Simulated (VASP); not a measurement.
Runs of VASP 6.6.1 on Se. The structure is that of space group Fd-3m (No. 227), or close to it. The cells are those of the table. 

| cell | gap on the mesh (eV) | pressure (GPa) |
| --- | --- | --- |
| a = 3.981 Å, angles 60.0°, 2 atoms | none | 22.7 |
| a = 3.343 Å, angles 60.0°, 2 atoms | none | 180.0 |
| a = 4.116 Å, angles 60.0°, 2 atoms | none | 11.8 |
| a = 3.836 Å, angles 60.0°, 2 atoms | none | (a) |
| a = 3.508 Å, angles 60.0°, 2 atoms | none | 111.1 |
| a = 3.679 Å, angles 60.0°, 2 atoms | none | (b) |

Alike in all rows: task single point; level LDA; potentials or basis VASP PAW LDA potentials, release 64 (Se); no spin polarisation; k mesh 11 × 11 × 11; cutoff (eV) 520; smearing fermi-dirac 0.08 eV.

Problem. Fill in the values left out.

Solution. (a) 39.3; (b) 65.5.

A k mesh can miss the band edges, and the runs leave out spin-orbit coupling on Se.

A gap of «none» marks levels without a gap at the run's occupations.
